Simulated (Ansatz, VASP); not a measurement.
**Two plane-wave programs on Ru**

The input INCAR:

```
SYSTEM = Ru
ALGO     = Fast           ! electronic algorithm
EDIFF    = 1E-7           ! SCF threshold, eV
ENCUT    = 520            ! plane-wave cutoff, eV
GGA      = PS             ! functional
ISIF     = 2              ! what is computed and relaxed
ISMEAR   = 0              ! smearing method
LASPH    = .TRUE.         ! aspherical terms in the spheres
LCHARG   = .FALSE.        ! write CHGCAR
LREAL    = .FALSE.        ! projectors in reciprocal space
LWAVE    = .FALSE.        ! write WAVECAR
NBANDS   = 21             ! bands
NELM     = 60             ! most SCF steps
PREC     = Accurate       ! precision mode
SIGMA    = 0.15           ! smearing width, eV
```

Contents of KPOINTS:

```
k-points
0
G
  24 24 12
  0 0 0
```

Contents of POSCAR:

```
Ru
1.0
    2.7057993342      0.0000000000      0.0000000000
   -1.3528996671      2.3432909610      0.0000000000
    0.0000000000      0.0000000000      4.2819000000
Ru
2
Direct
    0.2906583085      0.5813166170      0.2266458815
    0.6666666667      0.3333333333      0.7500000000
```

Input for Ansatz:

```yaml
crystal:
  lattice:
    - [2.7057993342, 0.0, 0.0]
    - [-1.3528996671, 2.343290961, 0.0]
    - [0.0, 0.0, 4.2819]
  atoms:
    - { symbol: Ru, position: [0.2906583085, 0.581316617, 0.2266458815] }
    - { symbol: Ru, position: [0.6666666667, 0.3333333333, 0.75] }
basis:
  ecutwfc: 420
kpoints:
  mp_grid: { grid: [24, 24, 12] }
hamiltonian:
  xc: pbesol
scf:
  occupations: { method: gaussian, width: 0.15 }
output:
  forces: true
  stress: true
  eigenvalues: true
```

Alike in both runs: task single point; functional PBEsol; k mesh 24 × 24 × 12; occupations gaussian, width 0.15 eV; no spin polarisation.

|  | VASP | Ansatz |
| --- | --- | --- |
| version | VASP 6.6.1 | Ansatz 0.2.0 |
| potentials or method | VASP PAW PBE potentials, release 64 (Ru_pv), cutoff 520 eV | scalar-relativistic, plane waves, PAW |
| valence electrons in the cell | 28 | 32 |

```tsv
	VASP	Ansatz	Ansatz less VASP
gap on the k mesh at the Fermi level (eV)	none	none	-
pressure (GPa)	-2.6	-2.6	+0.02
traceless stress, the component that is largest in VASP (GPa)	-5.50	-5.43	+0.069
rms of the force components (eV/Å)	1.098	1.090	-0.0077
```

VASP's potentials were made for PBE, not for PBEsol. Atom by atom the forces differ by 0.012 eV/Å (rms over components). A gap of «none» marks a metal or a gap that the smearing closes. VASP's potentials hold 28 valence electrons a cell and Ansatz's 32, so a difference there can come from the potentials and not from the codes.
